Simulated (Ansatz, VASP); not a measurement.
One calculation of AlN, two programs

Contents of POSCAR:

```
AlN
1.0
    0.0000000000      2.1848764125      2.1848764125
    2.1848764125      0.0000000000      2.1848764125
    2.1848764125      2.1848764125      0.0000000000
Al N
1 1
Direct
    0.0000000000      0.0000000000      0.0000000000
    0.2500000000      0.2500000000      0.2500000000
```

The input INCAR.step1:

```
PREC     = Accurate       # precision mode
ENCUT    = 520            # plane-wave cutoff, eV
ISMEAR   = 0              # smearing method
SIGMA    = 0.01           # smearing width, eV
LREAL    = False          # projectors in reciprocal space
LASPH    = True           # aspherical terms in the spheres
NELM     = 60             # most SCF steps
NBANDS   = 11             # bands
GGA      = PE             # functional
ALGO     = Normal         # electronic algorithm
EDIFF    = 1E-4           # SCF threshold, eV
LWAVE    = True           # write WAVECAR
LCHARG   = False          # write CHGCAR
```

File INCAR.step2:

```
PREC     = Accurate       # precision mode
ENCUT    = 520            # plane-wave cutoff, eV
EDIFF    = 1E-6           # SCF threshold, eV
ISMEAR   = 0              # smearing method
SIGMA    = 0.01           # smearing width, eV
LREAL    = False          # projectors in reciprocal space
LASPH    = True           # aspherical terms in the spheres
NELM     = 60             # most SCF steps
ALGO     = Normal         # electronic algorithm
ISIF     = 2              # what is computed and relaxed
LWAVE    = False          # write WAVECAR
LCHARG   = False          # write CHGCAR
METAGGA  = R2SCAN         # meta-GGA
LMIXTAU  = True         
NBANDS   = 11             # bands
ISTART   = 1
```

File KPOINTS:

```
Automatic mesh
0
Gamma
  10 10 10
```

Input for Ansatz:

```yaml
crystal:
  lattice:
    - [0.0, 2.1848764125, 2.1848764125]
    - [2.1848764125, 0.0, 2.1848764125]
    - [2.1848764125, 2.1848764125, 0.0]
  atoms:
    - { symbol: Al, position: [0.0, 0.0, 0.0] }
    - { symbol: "N", position: [0.25, 0.25, 0.25] }
kpoints:
  mp_grid: { grid: [10, 10, 10] }
  band_path:
    path:
      - [0.0, 0.0, 0.0]
      - [-0.5, -0.5, 0.0]
      - [-0.375, -0.375, 0.25]
      - [-0.375, 0.0, 0.375]
      - [0.0, 0.0, 0.5]
      - [-0.5, -0.25, 0.25]
      - [0.0, 0.5, 0.5]
    npoints: 1
hamiltonian:
  xc: r2scan
scf:
  occupations: { method: fixed }
  n_extra_bands: 4
output:
  forces: true
  stress: true
  eigenvalues: true
```

Alike in both runs: task single point; functional r2SCAN; k mesh 10 × 10 × 10; no spin polarisation.

|  | VASP | Ansatz |
| --- | --- | --- |
| version | VASP 6.6.1 | Ansatz 0.2.0 |
| potentials or method | VASP PAW PBE potentials, release 64 (Al, N) | plane waves, PAW |
| plane-wave cutoff (eV) | 520 | 500 |
| occupations | gaussian, width 0.01 eV | fixed |
| valence electrons in the cell | 8 | 8 |

Ansatz gave:

- gap on the k mesh at the Fermi level (eV): 3.94
- pressure (GPa): 0.0

Q: Estimate VASP's values.

A: gap on the k mesh at the Fermi level (eV): 3.93; pressure (GPa): -0.4.

VASP's potentials were made for PBE, not for r2SCAN.
